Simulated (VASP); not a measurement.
Runs of VASP 6.6.1 on LiH. The structure is that of space group Fm-3m (No. 225), or close to it. The cells are those of the table. 

```csv
cell,cutoff (eV),gap on the mesh (eV),pressure (GPa)
"a = 2.644 Å, angles 60.0°, 2 atoms",830,3.42,(a)
"a = 2.817, b = 2.817, c = 2.759 Å, angles 60.7, 60.7, 58.6°, 2 atoms",830,3.07,1.5
"a = 2.762, b = 2.762, c = 2.644 Å, angles 61.4, 61.4, 57.2°, 2 atoms",830,2.48,5.3
"a = 3.047, b = 3.047, c = 3.104 Å, angles 59.4, 59.4, 61.2°, 2 atoms",520,3.36,-
"a = 2.759 Å, angles 60.0°, 2 atoms",830,(b),3.0
"a = 2.703, b = 2.703, c = 2.759 Å, angles 59.3, 59.3, 61.4°, 2 atoms",830,3.06,5.0
"a = 3.104 Å, angles 60.0°, 2 atoms",830,3.68,-6.5
"a = 2.817, b = 2.817, c = 2.874 Å, angles 59.3, 59.3, 61.3°, 2 atoms",830,3.19,0.0
```

Alike in all rows: task single point; level r2SCAN; potentials or basis VASP PAW PBE potentials, release 64 (Li_sv, H); no spin polarisation; k mesh 10 × 10 × 10; smearing gaussian 0.05 eV.

Q: Estimate the missing entries.

A: (a) 10.3; (b) 3.53.

Caveats: the PAW data sets were made with another functional, which shifts forces and pressure a little; the cell stands under pressure (at least some runs); the cutoff is under 1.25 times the usual one of these potentials, so pressure, stress and relaxed cells hold a basis-set (Pulay) error (at least some runs); the cell stands under tension (at least some runs).

A k mesh can miss the band edges.
